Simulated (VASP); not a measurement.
Here is a VASP 6.6.1 calculation.

INCAR

```
SYSTEM = In3GaSb2N2
PREC     = Accurate       ! precision mode
ENCUT    = 520            ! plane-wave cutoff, eV
EDIFF    = 1E-6           ! SCF threshold, eV
ISMEAR   = 0              ! smearing method
SIGMA    = 0.15           ! smearing width, eV
LREAL    = .FALSE.        ! projectors in reciprocal space
LASPH    = .TRUE.         ! aspherical terms in the spheres
NELM     = 80             ! most SCF steps
ALGO     = Normal         ! electronic algorithm
ISIF     = 2              ! what is computed and relaxed
LWAVE    = .FALSE.        ! write WAVECAR
LCHARG   = .FALSE.        ! write CHGCAR
GGA      = PE             ! functional
NBANDS   = 46             ! bands
```

Contents of KPOINTS:

```
regular mesh
0
G
  3 3 2
  0 0 0
```

Contents of POSCAR:

```
In3GaSb2N2
1.0
    3.0966375973     -4.3422860842      0.0733393683
    3.0966375973      4.3422860842      0.0733393683
   -0.6785316668      0.0000000000      8.8533105931
In Ga Sb N
3 1 2 2
Direct
    0.7334839287      0.7334839287      0.8039492832
    0.2665160713      0.2665160713      0.1960507168
    0.0000000000      0.0000000000      0.5000000000
    0.5000000000      0.5000000000      0.5000000000
    0.2496056293      0.7503943707      0.0000000000
    0.7503943707      0.2496056293      0.0000000000
    0.5000000000      0.5000000000      0.0000000000
    0.0000000000      0.0000000000      0.0000000000
```

Potentials or basis: VASP PAW PBE potentials, release 64 (In_d, Ga_d, Sb, N).

Run with:

```console
$ cat potpaw_PBE.64/In_d/POTCAR potpaw_PBE.64/Ga_d/POTCAR potpaw_PBE.64/Sb/POTCAR potpaw_PBE.64/N/POTCAR > POTCAR
$ mpirun -np 1 vasp_std > vasp.out
```

Q: Predict the band gap on the k mesh.

A: Zero (bands 36 and 37 overlap by 0.68 eV).

Q: Estimate the largest force.

A: 0.020 eV/Å.

Q: What does it give for the pressure?

A: 0.1 GPa.

Forces on the atoms (eV/Å):
```
In   0.003  0.000  0.020
In  -0.003  0.000 -0.020
In   0.000  0.000  0.000
Ga   0.000  0.000  0.000
Sb   0.000  0.005  0.000
Sb   0.000 -0.005  0.000
N    0.000  0.000  0.000
N    0.000  0.000  0.000
```

Caveat: the k points lie up to 0.42 Å⁻¹ apart, too coarse for converged energies and pressures of a metal; semilocal functionals underestimate gaps, so a narrow gap can read as zero; spin-orbit coupling is left out, which moves the levels of the heavy elements.
